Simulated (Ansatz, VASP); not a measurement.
## Ru in VASP and in Ansatz

```
Ru
1.0
    -1.48008    1.48008    1.48008
     1.48008   -1.48008    1.48008
     1.48008    1.48008   -1.48008
Ru
1
Direct
  0.00000 0.00000 0.00000
```

Alike in both runs: task single point; functional LDA; k mesh 17 × 17 × 17; occupations fermi-dirac, width 0.1 eV; no spin polarisation.

|  | VASP | Ansatz |
| --- | --- | --- |
| version | VASP 6.6.1 | Ansatz 0.2.0 |
| potentials or method | VASP PAW LDA potentials, release 64 (Ru_sv), cutoff 600 eV | plane waves (420 eV) with PAW, scalar-relativistic |
| valence electrons in the cell | 16 | 16 |

Ansatz gave:

| Quantity | Value |
| --- | --- |
| pressure (GPa) | 15.0 |

Problem. Which values does VASP return?

Solution. Pressure (GPa): 15.6.

Ansatz warns that its potentials were made for another functional, while VASP's fit it. LDA's correlation is that of Perdew and Zunger in VASP and of Perdew and Wang (1992) in Ansatz.
